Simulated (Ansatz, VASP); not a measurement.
# One calculation of ZnSn, two programs

File INCAR:

```
ALGO = Normal ; EDIFF = 1E-6
ENCUT = 520 ; GGA = PS
ISIF = 2 ; ISMEAR = -1
LASPH = True ; LCHARG = True
LELF = True ; LREAL = False
LVHAR = True ; LWAVE = False
NBANDS = 20 ; NELM = 100
PREC = Accurate ; SIGMA = 0.1
```

File KPOINTS:

```
k-points
0
Gamma
  6 6 6
```

The input POSCAR:

```
ZnSn
1.0
    3.3196150000      0.0000000000      0.0000000000
   -1.6598080000      2.8748780000      0.0000000000
   -1.6598080000      0.9582930000      4.0791950000
Sn Zn
1 1
Direct
    0.5000000000      0.5000000000      0.5000000000
    0.0000000000      0.0000000000      0.0000000000
```

Input for Ansatz:

```yaml
crystal:
  lattice:
    - [3.319615, 0.0, 0.0]
    - [-1.659808, 2.874878, 0.0]
    - [-1.659808, 0.958293, 4.079195]
  atoms:
    - { symbol: Sn, position: [0.5, 0.5, 0.5] }
    - { symbol: Zn, position: [0.0, 0.0, 0.0] }
  symmetry: { tolerance: 0.0003 }
kpoints:
  mp_grid: { grid: [6, 6, 6], shift: [0, 0, 0] }
magnetization:
  spin_polarized: false
scf:
  occupations: { method: fermi_dirac }
hamiltonian:
  pseudopotentials: { kind: paw }
  xc: pbesol
basis:
  ecutwfc: 420
output:
  forces: true
  stress: true
  eigenvalues: true
```

Alike in both runs: task single point; functional PBEsol; k mesh 6 × 6 × 6; no spin polarisation.

|  | VASP | Ansatz |
| --- | --- | --- |
| version | VASP 6.6.1 | Ansatz 0.2.0 |
| potentials or method | VASP PAW PBE potentials, release 64 (Sn_d, Zn), cutoff 520 eV | PAW plane waves |
| occupations | fermi-dirac, width 0.1 eV | fermi-dirac |
| valence electrons in the cell | 26 | 26 |

```tsv
	VASP	Ansatz	Ansatz less VASP
gap on the k mesh at the Fermi level (eV)	none	none	-
pressure (GPa)	6.3	6.2	-0.15
traceless stress, the component that is largest in VASP (GPa)	-4.70	-4.74	-0.043
```

VASP's potentials were made for PBE, not for PBEsol. A gap of «none» marks a metal or a gap that the smearing closes. Ansatz's warnings: structure snapped to symmetry.

The k mesh is coarse, so the values compare programs but aren't converged.
